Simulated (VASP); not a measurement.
# Ta2Si2O in VASP: notebook, part 2 of 2

VASP 6.6.1.

## Step 4: Relaxation of cell and atoms, PBE

This run uses another cell than the first one: it holds 5 atoms, not 10.

File INCAR:

```
PREC = Accurate
ENCUT = 600
EDIFF = 1E-7
ISMEAR = 0
SIGMA = 0.1
LREAL = F
LASPH = T
NELM = 80
ALGO = Normal
ISIF = 3
LWAVE = F
LCHARG = F
GGA = PE
IBRION = 2
NSW = 90
EDIFFG = -0.04
```

File KPOINTS:

```
Automatic mesh
0
Gamma
  6 6 4
```

File POSCAR:

```
Ta2Si2O
1.0
    4.1850305500      0.0000000000      0.0000000000
   -2.0925152800      3.6243427700      0.0000000000
    0.0000000000      0.0000000000      5.7529322600
Ta Si O
2 2 1
Direct
    0.0000000000      0.0000000000      0.7077634600
    0.0000000000      0.0000000000      0.2922365400
    0.3333333300      0.6666666700      0.5000000000
    0.6666666700      0.3333333300      0.5000000000
    0.0000000000      0.0000000000      0.0000000000
```

Launch:

```
$ cat potpaw_PBE.64/Ta_pv/POTCAR potpaw_PBE.64/Si/POTCAR potpaw_PBE.64/O/POTCAR > POTCAR
$ mpirun -np 1 vasp_std > vasp.out
```

Run time: 15 min. Hardware: 1 thread of Intel Xeon Platinum 8175M at 2.50GHz (Skylake/Cascade Lake), shared host; peak memory 0.29 GiB.

It converged, with:

```yaml
Free_energy: -41.7110 eV
Relaxed_volume: 18.44 Å³/atom
Relaxed_cell: a = 3.990 Å, b = 3.990 Å, c = 6.688 Å, α = 90.00°, β = 90.00°, γ = 120.00°
Space_group_after_relaxing_to_0.1_Å: P6/mmm (No. 191)
Pressure_after_relaxing: -0.1 GPa
Largest_force_after_relaxing: 0.008 eV/Å
Band_gap_on_the_k_mesh: zero (bands 18 and 19 overlap by 1.32 eV)
```

Forces in eV/Å, atoms in the order of the input:
```
Ta   0.000  0.000 -0.008
Ta   0.000  0.000  0.008
Si   0.000  0.000  0.000
Si   0.000  0.000  0.000
O    0.000  0.000  0.000
```

Stress tensor (GPa, compression positive):
```
-0.12  0.00  0.00
 0.00 -0.12  0.00
 0.00  0.00  0.08
```

Final structure:
```yaml
crystal:
  lattice:
    - [3.99008, 0.00000, 0.00000]
    - [-1.99504, 3.45551, 0.00000]
    - [0.00000, 0.00000, 6.68803]
  atoms:
    - { symbol: Ta, position: [0.00000, 0.00000, 0.71070] }
    - { symbol: Ta, position: [0.00000, 0.00000, 0.28930] }
    - { symbol: Si, position: [0.33333, 0.66667, 0.50000] }
    - { symbol: Si, position: [0.66667, 0.33333, 0.50000] }
    - { symbol: O, position: [0.00000, 0.00000, 0.00000] }
```

Levels at points of the mesh, in eV from the Fermi level:
| k point | band 15 | band 16 | band 17 | band 18 | band 19 | band 20 | band 21 | band 22 |
| --- | --- | --- | --- | --- | --- | --- | --- | --- |
| (0.00, 0.00, 0.00) | -2.61 | -2.41 | -2.41 | -1.02 | -1.02 | -0.93 | 1.43 | 1.56 |
| (0.50, 0.00, 0.00) | -3.65 | -3.20 | -0.08 | 0.18 | 0.71 | 1.07 | 1.09 | 1.11 |
| (0.00, 0.00, 0.50) | -3.35 | -3.35 | -1.59 | -1.08 | -1.08 | -0.92 | 2.65 | 2.84 |
| (0.50, 0.00, 0.50) | -3.24 | -2.88 | -0.43 | -0.06 | 0.97 | 1.05 | 1.08 | 1.24 |

Caveat: a cell axis changed by over 15 % at a fixed basis, so the end point is rough; spin-orbit coupling is left out, which moves the levels of the heavy elements.

## Step 5: Single point, PBE

This run uses another cell than the first one, of 18.44 Å³/atom.

File INCAR:

```
  PREC = Accurate
  ENCUT = 520
  EDIFF = 1E-6
  ISMEAR = 0
  SIGMA = 0.2
  LREAL = False
  LASPH = True
  NELM = 100
  ALGO = Normal
  ISIF = 2
  LWAVE = False
  LCHARG = False
  GGA = PE
  NBANDS = 47
```

File KPOINTS:

```
regular mesh
0
Gamma
  6 6 2
```

File POSCAR:

```
Ta2Si2O
1.0
    3.9907613814     -0.0020848842      0.0048906522
   -1.9971887909      3.4589328717     -0.0019952225
    0.0141258719      0.0016229775     13.3642790073
Ta Si O
4 4 2
Direct
   -0.0004742936     -0.0000665862      0.3554105209
   -0.0004002662     -0.0000007206      0.8554081090
    0.0004423098      0.0000884282      0.1445913474
    0.0004566202      0.0000396410      0.6445889565
    0.3334087131      0.6667167987      0.2500128529
    0.3334561129      0.6667233114      0.7500347299
    0.6665482492      0.3332983295      0.2499821346
    0.6665957215      0.3333063503      0.7499681864
    0.9999141224     -0.0002698381      0.5000019351
    1.0000527109      0.0001642858      0.0000012273
```

Launch:

```
$ cat potpaw_PBE.64/Ta_pv/POTCAR potpaw_PBE.64/Si/POTCAR potpaw_PBE.64/O/POTCAR > POTCAR
$ mpirun -np 1 vasp_std > vasp.out
```

Run time: 8.4 min. Hardware: 1 thread of Intel Xeon Platinum 8175M at 2.50GHz (Skylake/Cascade Lake), shared host; peak memory 0.46 GiB.

It converged, with:

```yaml
Free_energy: -83.4586 eV
Pressure: 0.2 GPa
Largest_force: 0.084 eV/Å
Band_gap_on_the_k_mesh: zero (bands 36 and 37 overlap by 1.29 eV)
```

Forces on the atoms (eV/Å):
```
Ta   0.000 -0.001 -0.083
Ta   0.000  0.000 -0.082
Ta   0.000  0.000  0.082
Ta   0.000  0.000  0.084
Si   0.000  0.000  0.000
Si   0.000  0.000 -0.001
Si   0.001  0.000  0.001
Si   0.001  0.000  0.000
O    0.000  0.001 -0.001
O    0.000  0.000 -0.001
```

Stress tensor (GPa, compression positive):
```
-0.03  0.03 -0.04
 0.03 -0.06 -0.01
-0.04 -0.01  0.62
```

Levels at points of the mesh, in eV from the Fermi level:
| k point | band 32 | band 33 | band 34 | band 35 | band 36 | band 37 | band 38 | band 39 | band 40 | band 41 |
| --- | --- | --- | --- | --- | --- | --- | --- | --- | --- | --- |
| (0.00, 0.00, 0.00) | -2.41 | -2.41 | -1.58 | -1.09 | -1.08 | -1.03 | -1.02 | -0.94 | -0.93 | 1.43 |
| (0.50, 0.00, 0.00) | -2.88 | -0.43 | -0.09 | -0.07 | 0.18 | 0.72 | 0.97 | 1.05 | 1.06 | 1.06 |
| (0.00, 0.50, 0.00) | -2.87 | -0.43 | -0.09 | -0.07 | 0.18 | 0.72 | 0.97 | 1.05 | 1.06 | 1.07 |
| (0.50, 0.50, 0.00) | -2.87 | -0.43 | -0.09 | -0.07 | 0.18 | 0.72 | 0.97 | 1.05 | 1.06 | 1.07 |
| (0.00, 0.00, 0.50) | -2.87 | -2.10 | -2.10 | -1.06 | -1.06 | -1.05 | -1.05 | -0.93 | -0.93 | 2.09 |
| (0.50, 0.00, 0.50) | -3.20 | -0.08 | -0.08 | -0.06 | -0.06 | 0.55 | 0.55 | 1.04 | 1.04 | 1.09 |
| (0.00, 0.50, 0.50) | -3.19 | -0.08 | -0.08 | -0.06 | -0.06 | 0.54 | 0.54 | 1.04 | 1.04 | 1.09 |
| (0.50, 0.50, 0.50) | -3.19 | -0.08 | -0.08 | -0.06 | -0.06 | 0.54 | 0.54 | 1.04 | 1.04 | 1.09 |

Caveat: spin-orbit coupling is left out, which moves the levels of the heavy elements.

## Step 6: Relaxation of cell and atoms, PBE

This run uses another cell than the first one: it holds 5 atoms, not 10.

File INCAR:

```
SYSTEM = Ta2Si2O
ALGO = Normal ; EDIFF = 1E-6
EDIFFG = -0.01 ; ENCUT = 600
GGA = PE ; IBRION = 2
ISIF = 3 ; ISMEAR = 0
LASPH = .True. ; LCHARG = .False.
LREAL = .False. ; LWAVE = .False.
NELM = 100 ; NSW = 100
PREC = Accurate ; SIGMA = 0.1
```

File KPOINTS:

```
k-points
0
Gamma
  12 12 6
  0 0 0
```

File POSCAR:

```
Ta2Si2O
1.0
    3.9884786293      0.0000000000      0.0000000000
   -1.9942393146      3.4541238154      0.0000000000
    0.0000000000      0.0000000000      6.6835142274
Ta Si O
2 2 1
Direct
    0.0000000000      0.0000000000      0.7109309163
    0.0000000000      0.0000000000      0.2890690837
    0.3333333333      0.6666666667      0.5000000000
    0.6666666667      0.3333333333      0.5000000000
    0.0000000000      0.0000000000      0.0000000000
```

Potentials or basis: VASP PAW PBE potentials, release 64 (Ta_pv, Si, O).

Launch:

```
$ cat potpaw_PBE.64/Ta_pv/POTCAR potpaw_PBE.64/Si/POTCAR potpaw_PBE.64/O/POTCAR > POTCAR
$ mpirun -np 1 vasp_std > vasp.out
```

Wall time 11 min (1 thread of Intel Xeon Platinum 8175M at 2.50GHz (Skylake/Cascade Lake), shared host); peak memory 0.37 GiB.

The run converged. Its results:

- Free energy: -41.7148 eV
- Relaxed volume: 18.55 Å³/atom
- Relaxed cell: a = 4.008 Å, b = 4.008 Å, c = 6.666 Å, α = 90.00°, β = 90.00°, γ = 120.00°
- Space group after relaxing (to 0.1 Å): P6/mmm (No. 191)
- Energy gained by relaxing: 1.0 meV/atom
- Ionic steps: 9
- Pressure after relaxing: 0.0 GPa
- Band gap on the k mesh: zero (bands 18 and 19 overlap by 1.33 eV)

Step by step:
| step | energy change (eV) | largest force (eV/Å) | pressure (GPa) | volume (Å³) |
| --- | --- | --- | --- | --- |
| 1 | 0.0000 | 0.2416 | 0.56 | 92.08 |
| 2 | -0.0039 | 0.1421 | -0.39 | 92.93 |
| 3 | -0.0043 | 0.0545 | -0.19 | 92.74 |
| 4 | -0.0036 | 0.0512 | 0.39 | 92.66 |
| 5 | -0.0048 | 0.0146 | 0.04 | 92.71 |
| 6 | -0.0048 | 0.0118 | 0.05 | 92.70 |
| 7 | -0.0048 | 0.0114 | 0.05 | 92.70 |
| 8 | -0.0048 | 0.0115 | -0.04 | 92.77 |
| 9 | -0.0048 | 0.0016 | 0.00 | 92.73 |

Final structure:
```xyz
5
Lattice="4.0078 0.0000 0.0000 -2.0039 3.4709 0.0000 0.0000 0.0000 6.6664" Properties=species:S:1:pos:R:3 pbc="T T T"
Ta    0.0000    0.0000    4.7305
Ta    0.0000    0.0000    1.9359
Si    0.0000    2.3139    3.3332
Si    2.0039    1.1570    3.3332
O     0.0000    0.0000    0.0000
```

Levels at points of the mesh, in eV from the Fermi level:
```
           k point  band 15  band 16  band 17  band 18  band 19  band 20  band 21  band 22
(0.00, 0.00, 0.00)    -2.35    -2.23    -2.23    -0.84    -0.84    -0.82     1.66     1.66
(0.50, 0.00, 0.00)    -3.45    -2.96     0.02     0.31     0.94     1.21     1.25     1.30
(0.00, 0.00, 0.50)    -3.17    -3.17    -1.31    -0.90    -0.90    -0.81     2.92     3.08
(0.50, 0.00, 0.50)    -2.99    -2.69    -0.28     0.04     1.11     1.22     1.22     1.38
```

Caveat: spin-orbit coupling is left out, which moves the levels of the heavy elements.

## Step 7: Summary

| task | cell | k mesh | cutoff (eV) | smearing | gap on the mesh (eV) | pressure (GPa) | relaxed volume (Å³/atom) | largest force (eV/Å) |
| --- | --- | --- | --- | --- | --- | --- | --- | --- |
| single point | a = 4.008, b = 4.008, c = 13.323 Å, angles 90.0, 90.0, 120.0°, 10 atoms, atomic positions A | 6 × 6 × 2 | 520 | gaussian 0.2 eV | none | 0.0 | - | 0.02 |
| single point | a = 4.008, b = 4.008, c = 6.661 Å, angles 90.0, 90.0, 120.0°, 5 atoms, atomic positions B | 12 × 12 × 6 | 520 | gaussian 0.1 eV | none | 0.2 | - | 0.08 |
| relaxation of cell and atoms | relaxed from a = 4.185, b = 4.185, c = 5.753 Å, angles 90.0, 90.0, 120.0°, 5 atoms, atomic positions C | 6 × 6 × 4 | 600 | gaussian 0.1 eV | none | -0.1 | 18.44 | 0.01 |
| single point | a = 3.991, b = 3.994, c = 13.364 Å, angles 90.1, 89.9, 120.0°, 10 atoms, atomic positions A | 6 × 6 × 2 | 520 | gaussian 0.2 eV | none | 0.2 | - | 0.08 |
| relaxation of cell and atoms | relaxed from a = 3.988, b = 3.988, c = 6.684 Å, angles 90.0, 90.0, 120.0°, 5 atoms, atomic positions B | 12 × 12 × 6 | 600 | gaussian 0.1 eV | none | 0.0 | 18.55 | - |

Alike in all rows: level PBE; potentials or basis VASP PAW PBE potentials, release 64 (Ta_pv, Si, O); no spin polarisation.

Caveats: spin-orbit coupling is left out, which moves the levels of the heavy elements; a cell axis changed by over 15 % at a fixed basis, so the end point is rough (at least some runs).

Absolute energies hang on the potentials; compare differences alone.
